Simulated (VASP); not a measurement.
Wanted: the native input for a VASP 6.6.1 run.

```
Task                   : single point
Functional             : PBEsol
Potentials or basis    : VASP PAW PBE potentials, release 64 (Zr_sv, S)
Cutoff                 : 520 eV
k mesh                 : 14 × 14 × 14
Occupations            : gaussian, width 0.1 eV
Spin                   : no spin polarisation
Dipole correction      : no
Further INCAR settings : ALGO = Normal; EDIFF = 1e-06; NBANDS = 16
```

The structure of ZrS lies in POSCAR:

```
ZrS
1.0
    0.0000000000      2.6337367483      2.6337367483
    2.6337367483      0.0000000000      2.6337367483
    2.6337367483      2.6337367483      0.0000000000
Zr S
1 1
Direct
    0.0000000000      0.0000000000      0.0000000000
    0.5000000000      0.5000000000      0.5000000000
```

This cell differs from its parent crystal: volume scaled by 1.06.

These files were run (other wordings do the same):

INCAR

```
SYSTEM = ZrS
ALGO = Normal
EDIFF = 1E-6
ENCUT = 520
GGA = PS
ISIF = 2
ISMEAR = 0
LASPH = .True.
LCHARG = .False.
LREAL = .False.
LWAVE = .False.
NBANDS = 16
NELM = 80
PREC = Accurate
SIGMA = 0.1
```

KPOINTS

```
k-points
0
Gamma
  14 14 14
  0 0 0
```

Potentials or basis: VASP PAW PBE potentials, release 64 (Zr_sv, S).

Command:

```bash
$ cat potpaw_PBE.64/Zr_sv/POTCAR potpaw_PBE.64/S/POTCAR > POTCAR
$ mpirun -np 1 vasp_std > vasp.out
```

Results of the run:

```yaml
Pressure: -7.4 GPa
Band_gap_on_the_k_mesh: zero (band 9 reaches 11.92 eV, above the bottom of band 10 at 9.14 eV)
```

Caveat: the PAW data sets were made with another functional, which shifts forces and pressure a little.

Run time: 26 s on 1 thread of Intel(R) Xeon(R) Platinum 8559C (Emerald Rapids) (shared host), peak memory 0.19 GiB.
